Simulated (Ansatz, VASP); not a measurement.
## NbP in VASP and in Ansatz

```
Nb P
1.0
    -1.76111    1.76111    5.94939
     1.76111   -1.76111    5.94939
     1.76111    1.76111   -5.94939
Nb P
2 2
Direct
  0.72810 0.72810 0.00000
  0.47810 0.97810 0.50000
  0.35452 0.35452 0.00000
  0.10452 0.60452 0.50000
```

Alike in both runs: task single point; functional PBE; k mesh 14 × 14 × 14; occupations gaussian, width 0.05 eV; no spin polarisation.

|  | VASP | Ansatz |
| --- | --- | --- |
| version | VASP 6.6.1 | Ansatz 0.2.0 |
| potentials or method | VASP PAW PBE potentials, release 64 (Nb_sv, P), cutoff 520 eV | scalar-relativistic, plane waves, PAW |
| valence electrons in the cell | 36 | 36 |

Ansatz gave:

```
gap on the k mesh at the Fermi level (eV)                     : none
pressure (GPa)                                                : -3.7
traceless stress, the component that is largest in VASP (GPa) : 4.06
rms of the force components (eV/Å)                            : 2.675
```

Task: Which values does VASP return?

Result: gap on the k mesh at the Fermi level (eV): none; pressure (GPa): -4.0; traceless stress, the component that is largest in VASP (GPa): 4.02; rms of the force components (eV/Å): 2.667.

Atom by atom the forces differ by 0.008 eV/Å (rms over components). A gap of «none» marks a metal or a gap that the smearing closes.
